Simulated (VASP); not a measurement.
Write the native input for VASP 6.6.1 that does the following.

- Task: single point
- Functional: PBEsol
- Potentials or basis: VASP PAW PBE potentials, release 64 (Co)
- Cutoff: 520 eV
- k mesh: 21 × 21 × 12
- Occupations: gaussian, width 0.15 eV
- Spin: collinear spin, ferromagnetic start
- Starting moments: [1.79, 1.79] μB
- Dipole correction: no
- Further INCAR settings: ALGO = Normal; EDIFF = 1e-07; NBANDS = 20

The structure of Co lies in POSCAR:

```
Co
1.0
    2.3819000000      0.0000000000      0.0000000000
   -1.1909500000      2.0627859093      0.0000000000
    0.0000000000      0.0000000000      3.4913000000
Co
2
Direct
    0.3333333333      0.6666666667      0.2500000000
    0.6666666667      0.3333333333      0.7500000000
```

These files were run (other wordings do the same):

INCAR

```
SYSTEM = Co
PREC = Accurate
ENCUT = 520
EDIFF = 1E-7
ISMEAR = 0
SIGMA = 0.15
LREAL = .False.
LASPH = .True.
NELM = 150
ALGO = Normal
ISIF = 2
LWAVE = .False.
LCHARG = .True.
ISPIN = 2
MAGMOM = 1.79 1.79
LORBIT = 11
LMAXMIX = 4
GGA = PS
LELF = .True.
LVHAR = .True.
NBANDS = 20
```

KPOINTS

```
Automatic mesh
0
Gamma
  21 21 12
  0 0 0
```

Potentials or basis: VASP PAW PBE potentials, release 64 (Co).

Run with:

```sh
$ cat potpaw_PBE.64/Co/POTCAR > POTCAR
$ mpirun -np 1 vasp_std > vasp.out
```

It gave:

The pressure is 68.4 GPa, the net moment is 2.19 μB per cell and the site moments are Co +1.07 μB. The valence electrons inside the program's atomic spheres are Co 8.87.

Caveat: the PAW data sets were made with another functional, which shifts forces and pressure a little.

Run time: 4.1 min on 1 thread of Intel(R) Xeon(R) Platinum 8488C (Sapphire Rapids), on a shared host, peak memory 0.26 GiB.
